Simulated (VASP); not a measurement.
Set up this calculation in VASP 6.6.1, as the native input.

| Quantity | Value |
| --- | --- |
| Task | single point |
| Functional | PBE |
| Potentials or basis | VASP PAW PBE potentials, release 64 (Ga_d, As, Se) |
| Cutoff | 500 eV |
| k mesh | 3 × 3 × 2 |
| Occupations | gaussian, width 0.15 eV |
| Spin | no spin polarisation |
| Dipole correction | no |
| Further INCAR settings | ALGO = Normal; EDIFF = 1e-06; NBANDS = 26 |

The structure of GaAsSe3 lies in POSCAR:

```
GaAsSe3
1.0
    3.3925211699     -3.4960741176     -0.1076819164
    3.3925211699      3.4960741176     -0.1076819164
   -3.5639169880      0.0000000000      6.5681128947
Ga As Se
1 1 3
Direct
    1.0993461119      1.0993461119      1.0586670308
    0.6463727056      0.6463727056      0.2614989771
    0.2286076479      0.6368124454      0.3873021865
    0.6368124454      0.2286076479      0.3873021865
    0.3887106491      0.3887106491      0.9052307691
```

These files were run (other wordings do the same):

INCAR

```
PREC = Accurate ; ENCUT = 500
EDIFF = 1E-6 ; ISMEAR = 0
SIGMA = 0.15 ; LREAL = False
LASPH = True ; NELM = 120
ALGO = Normal ; ISIF = 2
LWAVE = False ; LCHARG = False
GGA = PE ; NBANDS = 26
GGA_COMPAT = False
```

KPOINTS

```
Automatic mesh
0
Gamma
  3 3 2
```

Potentials or basis: VASP PAW PBE potentials, release 64 (Ga_d, As, Se).

Command:

```bash
$ cat potpaw_PBE.64/Ga_d/POTCAR potpaw_PBE.64/As/POTCAR potpaw_PBE.64/Se/POTCAR > POTCAR
$ mpirun -np 1 vasp_std > vasp.out
```

It gave:

The pressure is 0.3 GPa. The largest force is 0.086 eV/Å. The band gap on the k mesh is zero (band 18 reaches 1.45 eV, above the bottom of band 19 at 1.00 eV).

Caveat: the k points lie up to 0.49 Å⁻¹ apart; this functional lacks dispersion, which binds the layers, so the pressure and a relaxed spacing across them are unreliable.

It took 53 s on 1 thread of Intel Xeon 8259CL, with other jobs on the host, peak memory 0.25 GiB.
